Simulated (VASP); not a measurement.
# Si5Mo (P-6m2) in VASP: further runs

Runs on Si5Mo. Level: PBE. Tasks: single point, relaxation of cell and atoms.

Program: VASP 6.6.1. These are calculated values, not measurements. Logs are shortened: lines on timing, memory, paths and dates and some standing lists are left out, and cuts for length are marked.

### Step 1. The cell of the first run

The structure is hexagonal, space group P-6m2 (No. 187). Conventional cell: a = 2.909 Å, b = 2.909 Å, c = 12.161 Å, α = 90.00°, β = 90.00°, γ = 120.00°. Si (site symmetry 3m) has 3 Mo at 2.57 Å and 9 Si at 2.62 to 2.91 Å within 3.4 Å. Si (site symmetry 3m) has 12 Si at 2.62 to 2.91 Å within 3.5 Å. Within 3.6 Å of Si (site symmetry -6m2) lie 12 Si at 2.70 to 2.91 Å. Mo (site symmetry -6m2) has 6 Si at 2.57 Å and 6 Mo at 2.91 Å within 3.4 Å.

The cell was built from a structure type or drawn by symmetry, and may not be a known phase.

### Step 2. Single point, PBE

INCAR

```
PREC = Accurate ; ENCUT = 520
EDIFF = 1E-6 ; ISMEAR = 0
SIGMA = 0.1 ; LREAL = False
LASPH = True ; NELM = 60
ALGO = Normal ; ISIF = 2
LWAVE = False ; LCHARG = False
GGA = PE ; NBANDS = 26
```

KPOINTS

```
regular mesh
0
Gamma
  12 12 4
```

POSCAR

```
Si5Mo
1.0
    2.9085355852      0.0000000000      0.0000000000
   -1.4542677926      2.5188657046      0.0000000000
    0.0000000000      0.0000000000     12.1606723327
Si Mo
5 1
Direct
    0.6666666667      0.3333333333      0.8395796667
    0.0000000000      0.0000000000      0.6738621390
    0.6666666667      0.3333333333      0.5000000000
    0.0000000000      0.0000000000      0.3261378610
    0.6666666667      0.3333333333      0.1604203333
    0.0000000000      0.0000000000      0.0000000000
```

Potentials or basis: VASP PAW PBE potentials, release 64 (Si, Mo_sv).

Launch:

```console
> cat potpaw_PBE.64/Si/POTCAR potpaw_PBE.64/Mo_sv/POTCAR > POTCAR
> mpirun -np 1 vasp_std > vasp.out
```

OUTCAR:

```text
PREC = Accurate
   ENCUT = 520
   EDIFF = 1E-6
   ISMEAR = 0
   LREAL = False
   LASPH = True
   NELM = 60
   ISIF = 2
   GGA = PE

 ion  position               nearest neighbor table
   1  0.667  0.333  0.840-   6 2.57   6 2.57   6 2.57   2 2.62   2 2.62   2 2.62
   2  0.000  0.000  0.674-   1 2.62   1 2.62   1 2.62   3 2.70   3 2.70   3 2.70
   3  0.667  0.333  0.500-   2 2.70   4 2.70   2 2.70   4 2.70   2 2.70   4 2.70
   4  0.000  0.000  0.326-   5 2.62   5 2.62   5 2.62   3 2.70   3 2.70   3 2.70
   5  0.667  0.333  0.160-   6 2.57   6 2.57   6 2.57   4 2.62   4 2.62   4 2.62
   6  0.000  0.000  0.000-   1 2.57   5 2.57   1 2.57   5 2.57   1 2.57   5 2.57

  LATTYP: Found a hexagonal cell.
 ALAT       =     2.9085355852
 C/A-ratio  =     4.1810292419

  Lattice vectors:

 A1 = (   2.9085355852,   0.0000000000,   0.0000000000)
 A2 = (  -1.4542677926,   2.5188657046,   0.0000000000)
 A3 = (   0.0000000000,   0.0000000000,  12.1606723327)

Analysis of symmetry for initial positions (statically):
=====================================================================
 Subroutine PRICEL returns:
 Original cell was already a primitive cell.

 Routine SETGRP: Setting up the symmetry group for a
 hexagonal supercell.

 Subroutine GETGRP returns: Found 12 space group operations
 (whereof 12 operations were pure point group operations)
 out of a pool of 24 trial point group operations.

The static configuration has the point symmetry D_3h.

Analysis of symmetry for dynamics (positions and initial velocities):
=====================================================================
 Subroutine PRICEL returns:
 Original cell was already a primitive cell.

 Routine SETGRP: Setting up the symmetry group for a
 hexagonal supercell.

 Subroutine GETGRP returns: Found 12 space group operations
 (whereof 12 operations were pure point group operations)
 out of a pool of 24 trial point group operations.

The dynamic configuration has the point symmetry D_3h.

 Subroutine INISYM returns: Found 12 space group operations
 (whereof 12 operations are pure point group operations),
 and found     1 'primitive' translations

----------------------------------------------------------------------------------------

                                     Primitive cell

  volume of cell :      89.0916

  direct lattice vectors                    reciprocal lattice vectors
[... 97 lines left out ...]
   EDIFFG = 0.1E-04   stopping-criterion for IOM
   NSW    =      0    number of steps for IOM
   IBRION =     -1    ionic relax: 0-MD 1-quasi-New 2-CG
   NFREE  =      0    steps in history (QN), initial steepest desc. (CG)
   ISIF   =      2    stress and relaxation
   ISYM   =      2    0-nonsym 1-usesym 2-fastsym
   POTIM  = 0.5000    time-step for ionic-motion
   TEBEG  =    0.0;   TEEND  =   0.0 temperature during run
   PSTRESS=    0.0 pullay stress
   NELECT =      34.0000    total number of electrons
   NUPDOWN=      -1.0000    fix difference up-down
   EMIN   =  10.00;   EMAX   =-10.00  energy-range for DOS
   EFERMI =   0.00;   METHOD = LEGACY
   ISMEAR =     0;   SIGMA  =   0.10  broadening in eV -4-tet -1-fermi 0-gaus
   EFERMI_NEDOS =   21; number of points for ismear=-14 and -15
   IALGO  =     38    algorithm
   IMIX   =      4    mixing-type and parameters
     AMIX     =   0.40;   BMIX     =  1.00
     AMIX_MAG =   1.60;   BMIX_MAG =  1.00
  volume/ion in A,a.u.               =      14.85       100.20
  Fermi-wavevector in a.u.,A,eV,Ry     =   1.187469  2.243990 19.185327  1.410082
  Thomas-Fermi vector in A             =   2.323619
   LORBIT       =      0    0 simple, 1 ext, 2 COOP (PROOUT), +10 PAW based schemes
   GGA     = PE    functional components
   LHFCALC =     F    Hartree Fock is set to
   AEXX    =    0.0000 exact exchange contribution
   IVDW    =     0    specifies the selected vdW correction
   LEPSILON=     F    determine dielectric tensor
   LRPA    =     F    only Hartree local field effects (RPA)
 non-spin polarized calculation
 Gauss-broadening in eV      SIGMA  =   0.10
  energy-cutoff  :      520.00
  volume of cell :       89.09
 maximum number of plane-waves:      2457
 NGX is ok and might be reduce to    24
   NGX = 11   NGY = 11   NGZ = 45

 number of electron      34.0000002 magnetization

 Free energy of the ion-electron system (eV)
  ---------------------------------------------------
  ext. energy  EPLUGINS =         0.00000000
  ---------------------------------------------------
  free energy    TOTEN  =       -36.01814150 eV

  energy without entropy =      -36.00860118  energy(sigma->0) =      -36.01337134

 E-fermi :  10.2709     XC(G=0): -11.5002

 val. band max:       10.2494154008   @ k =   0.2500   0.2500   0.0000
 cond. band min:      10.2724434795   @ k =   0.1667   0.0833   0.0000
 fundamental gap:      0.0230280788
 Fermi energy:        10.2708678876

 k-point     1 :       0.0000    0.0000    0.0000
  band No.  band energies     occupation
      1     -50.3639      2.00000
      2     -24.5720      2.00000
      3     -24.0723      2.00000
      4     -24.0723      2.00000
      5      -3.4888      2.00000
      6      -2.7312      2.00000
[... 685 lines left out ...]
     25      14.7967      0.00000
     26      15.2378      0.00000

 [... further k-points ...]

------------------------ aborting loop because EDIFF is reached ----------------------------------------

  FORCE on cell =-STRESS in cart. coord.  units (eV):
  Direction    XX          YY          ZZ          XY          YZ          ZX
  --------------------------------------------------------------------------------------
  -------------------------------------------------------------------------------------
  Total        0.0275698      0.0275698      0.0343745      0.0000000     -0.0000000      0.0000000
  in kB        0.4958005      0.4958005      0.6181723      0.0000000     -0.0000000      0.0000000
  external PRESSURE =       0.5365911 kB  Pullay stress =       0.0000000 kB

 VOLUME and BASIS-vectors are now :
 -----------------------------------------------------------------------------
  energy-cutoff  :      520.00
  volume of cell :       89.09
      direct lattice vectors                 reciprocal lattice vectors
     2.908535585  0.000000000  0.000000000     0.343815632  0.198502048  0.000000000
    -1.454267793  2.518865705  0.000000000     0.000000000  0.397004095  0.000000000
     0.000000000  0.000000000 12.160672333     0.000000000  0.000000000  0.082232295

 POSITION                                       TOTAL-FORCE (eV/Angst)
 -----------------------------------------------------------------------------------
      1.45427      0.83962     10.20985         0.000000      0.000000     -0.017020
      0.00000      0.00000      8.19462        -0.000000      0.000000      0.000805
      1.45427      0.83962      6.08034        -0.000000      0.000000     -0.000000
      0.00000      0.00000      3.96606         0.000000     -0.000000     -0.000805
      1.45427      0.83962      1.95082        -0.000000     -0.000000      0.017020
      0.00000      0.00000      0.00000         0.000000      0.000000     -0.000000
 -----------------------------------------------------------------------------------
    total drift:                               -0.000000      0.000000     -0.000000

  FREE ENERGIE OF THE ION-ELECTRON SYSTEM (eV)
  ---------------------------------------------------
  free  energy   TOTEN  =       -36.0181414980 eV

  energy  without entropy=      -36.0086011765  energy(sigma->0) =      -36.01337134
```

OSZICAR:

```text
N       E                     dE             d eps       ncg     rms          rms(c)
DAV:   1     0.153357480712E+03    0.15336E+03   -0.15533E+04  3052   0.118E+03
DAV:   2    -0.301821371960E+02   -0.18354E+03   -0.17648E+03  3502   0.263E+02
DAV:   3    -0.368318572013E+02   -0.66497E+01   -0.64304E+01  3892   0.425E+01
DAV:   4    -0.369228801567E+02   -0.91023E-01   -0.90570E-01  3576   0.500E+00
DAV:   5    -0.369238466980E+02   -0.96654E-03   -0.96553E-03  3834   0.540E-01    0.184E+01
DAV:   6    -0.361668542641E+02    0.75699E+00   -0.24127E+00  3566   0.947E+00    0.648E+00
DAV:   7    -0.362335362945E+02   -0.66682E-01   -0.15806E+00  3762   0.630E+00    0.279E+00
DAV:   8    -0.360597543236E+02    0.17378E+00   -0.11356E+00  3858   0.508E+00    0.168E+00
DAV:   9    -0.360199138373E+02    0.39840E-01   -0.20108E-01  3686   0.219E+00    0.466E-01
DAV:  10    -0.360182950957E+02    0.16187E-02   -0.15696E-02  3680   0.641E-01    0.366E-01
DAV:  11    -0.360182161951E+02    0.78901E-04   -0.18267E-03  3572   0.248E-01    0.132E-01
DAV:  12    -0.360181468718E+02    0.69323E-04   -0.29850E-04  3438   0.988E-02    0.296E-02
DAV:  13    -0.360181402760E+02    0.65958E-05   -0.31593E-05  3700   0.295E-02    0.146E-02
DAV:  14    -0.360181416427E+02   -0.13667E-05   -0.47788E-06  3472   0.103E-02    0.344E-03
DAV:  15    -0.360181414980E+02    0.14464E-06   -0.50928E-07  1884   0.369E-03
   1 F= -.36018141E+02 E0= -.36013371E+02  d E =-.954032E-02
```

stdout:

```text
POSCAR found type information on POSCAR SiMo
 POSCAR found :  2 types and       6 ions
 scaLAPACK will be used
 LDA part: xc-table for (Slater+PW92), standard interpolation
 POSCAR, INCAR and KPOINTS ok, starting setup
 FFT: planning ... GRIDC
 FFT: planning ... GRID_SOFT
 FFT: planning ... GRID
 WAVECAR not read
 entering main loop
```

Run time: 2 min. Hardware: 1 thread of Intel Xeon 6975P-C (Granite Rapids), shared host; peak memory 0.28 GiB.

Results:

| Item | Value |
| --- | --- |
| Free energy | -36.0181 eV |
| Pressure | 0.1 GPa |
| Largest force | 0.017 eV/Å |
| Band gap on the k mesh | zero (bands 17 and 18 overlap by 4.34 eV) |

Forces in eV/Å, atoms in the order of the input:
```
Si   0.000  0.000 -0.017
Si   0.000  0.000  0.001
Si   0.000  0.000  0.000
Si   0.000  0.000 -0.001
Si   0.000  0.000  0.017
Mo   0.000  0.000  0.000
```

### Step 3. Relaxation of cell and atoms, PBE

This run uses another cell than the first one, of 14.67 Å³/atom.

INCAR

```
ALGO = Normal
EDIFF = 1E-6
EDIFFG = -0.04
ENCUT = 600
GGA = PE
IBRION = 2
ISIF = 3
ISMEAR = 0
LASPH = True
LCHARG = False
LREAL = False
LWAVE = False
NELM = 100
NSW = 90
PREC = Accurate
SIGMA = 0.1
```

KPOINTS

```
k-points
0
Gamma
  6 6 2
```

POSCAR

```
Si5Mo
1.0
    2.7547102700      0.0000000000      0.0000000000
   -1.3773551300      2.3856490700      0.0000000000
    0.0000000000      0.0000000000     13.3899325400
Si Mo
5 1
Direct
    0.6666666700      0.3333333300      0.8353336500
    0.0000000000      0.0000000000      0.6676422400
    0.6666666700      0.3333333300      0.5000000000
    0.0000000000      0.0000000000      0.3323577600
    0.6666666700      0.3333333300      0.1646663500
    0.0000000000      0.0000000000      0.0000000000
```

Potentials or basis: VASP PAW PBE potentials, release 64 (Si, Mo_sv).

Launch:

```console
> cat potpaw_PBE.64/Si/POTCAR potpaw_PBE.64/Mo_sv/POTCAR > POTCAR
> mpirun -np 1 vasp_std > vasp.out
```

Wall time 4.4 min (1 thread of Intel Xeon 6975P-C (Granite Rapids), shared host); peak memory 0.26 GiB.

Results (log left out):

```yaml
Free_energy: -36.0148 eV
Relaxed_volume: 14.91 Å³/atom
Relaxed_cell: a = 2.951 Å, b = 2.951 Å, c = 11.866 Å, α = 90.00°, β = 90.00°, γ = 120.00°
Space_group_after_relaxing_to_0.1_Å: P-6m2 (No. 187)
Energy_gained_by_relaxing: 115.9 meV/atom
Ionic_steps: 10
Pressure_after_relaxing: -0.1 GPa
Largest_force_after_relaxing: 0.019 eV/Å
Band_gap_on_the_k_mesh: zero (bands 17 and 18 overlap by 4.34 eV)
```

Forces in eV/Å, atoms in the order of the input:
```
Si   0.000  0.000 -0.015
Si   0.000  0.000  0.019
Si   0.000  0.000  0.000
Si   0.000  0.000 -0.019
Si   0.000  0.000  0.015
Mo   0.000  0.000  0.000
```

Step by step:
```csv
step,energy change (eV),largest force (eV/Å),pressure (GPa),volume (Å³)
1,0.0000,0.5588,-0.32,88.00
2,-0.1874,0.2063,0.55,87.57
3,-0.5029,1.2712,7.44,85.68
4,-0.5401,0.6380,5.15,86.26
5,-0.6233,0.7298,2.25,88.44
6,-0.6402,0.7502,0.19,90.30
7,-0.6406,0.7540,0.38,90.15
8,-0.6662,0.5160,-0.34,90.35
9,-0.6868,0.0945,-1.62,90.72
10,-0.6953,0.0194,-0.08,89.49
```

Final structure:
```xyz
6
Lattice="2.9510 0.0000 0.0000 -1.4755 2.5556 0.0000 0.0000 0.0000 11.8659" Properties=species:S:1:pos:R:3 pbc="T T T"
Si    1.4755    0.8519    9.9333
Si    0.0000    0.0000    7.9484
Si    1.4755    0.8519    5.9329
Si    0.0000    0.0000    3.9175
Si    1.4755    0.8519    1.9326
Mo    0.0000    0.0000    0.0000
```

Levels at points of the mesh, in eV from the Fermi level:
```csv
k point,band 14,band 15,band 16,band 17,band 18,band 19,band 20,band 21
"(0.00, 0.00, 0.00)",-0.59,0.98,0.98,3.19,5.40,5.40,6.22,6.22
"(0.50, 0.00, 0.00)",-2.01,-1.83,-1.31,-0.58,1.14,1.48,2.67,2.73
"(0.00, 0.00, 0.50)",-0.51,0.98,0.98,2.70,5.45,5.45,6.07,6.90
"(0.50, 0.00, 0.50)",-3.39,-1.08,-0.65,-0.58,0.53,1.68,1.89,2.11
```

Caveat: the k points lie up to 0.41 Å⁻¹ apart in the final cell, too coarse for converged energies and pressures of a metal.

(Part 1 of 2 ends here.)
